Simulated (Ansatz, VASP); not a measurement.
# AlN in VASP and in Ansatz

Contents of INCAR:

```
SYSTEM = AlN
PREC     = Accurate       ! precision mode
ENCUT    = 600            ! plane-wave cutoff, eV
EDIFF    = 1E-6           ! SCF threshold, eV
ISMEAR   = 0              ! smearing method
SIGMA    = 0.02           ! smearing width, eV
LREAL    = .FALSE.        ! projectors in reciprocal space
LASPH    = .TRUE.         ! aspherical terms in the spheres
NELM     = 120            ! most SCF steps
ALGO     = Normal         ! electronic algorithm
ISIF     = 2              ! what is computed and relaxed
LWAVE    = .FALSE.        ! write WAVECAR
LCHARG   = .TRUE.         ! write CHGCAR
GGA      = PS             ! functional
LELF     = .TRUE.         ! ELF
LVHAR    = .TRUE.       
NBANDS   = 11             ! bands
GGA_COMPAT= .FALSE.
```

KPOINTS

```
regular mesh
0
G
  10 10 10
  0 0 0
```

Contents of POSCAR:

```
AlN
1.0
    0.0000000000      2.0021580039      2.0021580039
    2.0021580039      0.0000000000      2.0021580039
    2.0021580039      2.0021580039      0.0000000000
Al N
1 1
Direct
    0.5000000000      0.5000000000      0.5000000000
    0.0000000000      0.0000000000      0.0000000000
```

Input for Ansatz:

```yaml
crystal:
  lattice:
    - [0.0, 2.0021580039, 2.0021580039]
    - [2.0021580039, 0.0, 2.0021580039]
    - [2.0021580039, 2.0021580039, 0.0]
  atoms:
    - { symbol: Al, position: [0.5, 0.5, 0.5] }
    - { symbol: "N", position: [0.0, 0.0, 0.0] }
basis: {}
kpoints:
  mp_grid: { grid: [10, 10, 10] }
hamiltonian:
  xc: pbesol
  pseudopotentials: { kind: all_electron, lapw: {} }
scf:
  occupations: { method: gaussian, width: 0.02 }
output:
  forces: true
  stress: true
  eigenvalues: true
```

Alike in both runs: task single point; functional PBEsol; k mesh 10 × 10 × 10; occupations gaussian, width 0.02 eV; no spin polarisation.

|  | VASP | Ansatz |
| --- | --- | --- |
| version | VASP 6.6.1 | Ansatz 0.2.0 |
| potentials or method | VASP PAW PBE potentials, release 64 (Al, N), cutoff 600 eV | scalar-relativistic, all-electron LAPW |

VASP gave:

```
gap on the k mesh at the Fermi level (eV) : 4.84
least direct gap on the mesh (eV)         : 6.09
pressure (GPa)                            : 8.3
```

Question: Which values does Ansatz return?

Answer: gap on the k mesh at the Fermi level (eV): 4.83; least direct gap on the mesh (eV): 6.09; pressure (GPa): 8.5.

VASP's potentials were made for PBE, not for PBEsol. Ansatz ran all-electron here, and VASP with PAW potentials.
